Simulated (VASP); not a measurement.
CoSi2, 3 atoms in the cell. The structure is cubic, space group Fm-3m (No. 225). Conventional cell: a = 5.356 Å, b = 5.356 Å, c = 5.356 Å, α = 90.00°, β = 90.00°, γ = 90.00°. Co (site symmetry m-3m) has 8 Si at 2.32 Å within 3.1 Å. Within 3.1 Å of Si (site symmetry -43m) lie 4 Co at 2.32 Å and 6 Si at 2.68 Å. 

| Item | Value |
| --- | --- |
| Program | VASP 6.6.1 |
| Task | single point |
| Functional | PBE |
| Potentials or basis | VASP PAW PBE potentials, release 64 (Co, Si) |
| Cutoff | 520 eV |
| k mesh | 10 × 10 × 10 |
| Occupations | fermi-dirac, width 0.1 eV |
| Spin | collinear spin, ferromagnetic start |
| Starting moments | [0.9, 0.0, 0.0] μB |
| Fixed moment | 0.9 μB |
| Dipole correction | no |
| Further INCAR settings | ALGO = Normal; EDIFF = 1e-06; NBANDS = 20 |

Potentials or basis: VASP PAW PBE potentials, release 64 (Co, Si).

Launch:

```bash
$ cat potpaw_PBE.64/Co/POTCAR potpaw_PBE.64/Si/POTCAR > POTCAR
$ mpirun -np 1 vasp_std > vasp.out
```

Hardware: 1 thread of Intel Xeon 8259CL (shared host).

**Question.** Estimate the wall time of this run.

**Answer.** Wall time 84 s on 1 thread of Intel Xeon 8259CL (shared host), peak memory 0.21 GiB. Counts: scf iterations 14, k points 47.
